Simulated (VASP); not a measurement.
Input of a VASP 6.6.1 run:

INCAR

```
SYSTEM = Ta
PREC = Accurate
ENCUT = 520
EDIFF = 1E-7
ISMEAR = -1
SIGMA = 0.05
LREAL = .FALSE.
LASPH = .TRUE.
NELM = 150
ALGO = Normal
ISIF = 2
LWAVE = .FALSE.
LCHARG = .FALSE.
ISPIN = 2
MAGMOM = 0.05 0.05
LORBIT = 11
NUPDOWN = 0.1
LMAXMIX = 4
GGA = CA
NBANDS = 22
```

Contents of KPOINTS:

```
Automatic mesh
0
G
  11 11 6
  0 0 0
```

File POSCAR:

```
Ta
1.0
    2.9003720726      0.0000000000      0.0000000000
   -1.4501860363      2.5117958953      0.0000000000
    0.0000000000      0.0000000000      5.1662740000
Ta
2
Direct
    0.6666666667      0.3333333333      0.7500000000
    0.3333333333      0.6666666667      0.2500000000
```

Potentials or basis: VASP PAW LDA potentials, release 64 (Ta_pv).

Launch:

```sh
$ cat potpaw_LDA.64/Ta_pv/POTCAR > POTCAR
$ mpirun -np 1 vasp_std > vasp.out
```

Task: Estimate the pressure.

Result: -11.1 GPa.

Stress tensor (GPa, compression positive):
```
-11.74   0.00   0.00
  0.00 -11.74   0.00
  0.00   0.00  -9.95
```

Caveat: the total moment is fixed, so each spin has its own Fermi level.
